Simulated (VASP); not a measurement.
Wanted: the native input for a VASP 6.6.1 run.

```
Task                   : single point
Functional             : PBE
Potentials or basis    : VASP PAW PBE potentials, release 64 (Mg, O)
Cutoff                 : 600 eV
k mesh                 : 10 × 10 × 10
Occupations            : gaussian, width 0.05 eV
Spin                   : no spin polarisation
Dipole correction      : no
Further INCAR settings : ALGO = Normal; EDIFF = 1e-06; NBANDS = 11
```

The structure of MgO lies in POSCAR:

```
MgO
1.0
    0.0000000000      2.1351500000      2.1351500000
    2.1351500000      0.0000000000      2.1351500000
    2.1351500000      2.1351500000      0.0000000000
Mg O
1 1
Direct
    0.0000000000      0.0000000000      0.0000000000
    0.5000000000      0.5000000000      0.5082793572
```

This cell differs from its parent crystal: all O atoms moved +0.025 Å, as atom 2 along Cartesian [1 1 0].

The input as run:

INCAR

```
PREC = Accurate
ENCUT = 600
EDIFF = 1E-6
ISMEAR = 0
SIGMA = 0.05
LREAL = F
LASPH = T
NELM = 120
ALGO = Normal
ISIF = 2
LWAVE = F
LCHARG = T
GGA = PE
LELF = T
LVHAR = T
NBANDS = 11
GGA_COMPAT = F
```

KPOINTS

```
Automatic mesh
0
Gamma
  10 10 10
```

Potentials or basis: VASP PAW PBE potentials, release 64 (Mg, O).

Launch:

```sh
$ cat potpaw_PBE.64/Mg/POTCAR potpaw_PBE.64/O/POTCAR > POTCAR
$ mpirun -np 1 vasp_std > vasp.out
```

It gave:

The pressure is -2.7 GPa and the largest force is 0.113 eV/Å. The band gap on the k mesh is 4.34 eV, direct.

Caveat: the cell differs from its parent crystal (all O atoms moved +0.025 Å, as atom 2 along Cartesian [1 1 0]).

It used 39 s of CPU time on 1 thread of AMD EPYC 7R13 Processor (Zen 3), with other jobs on the host.
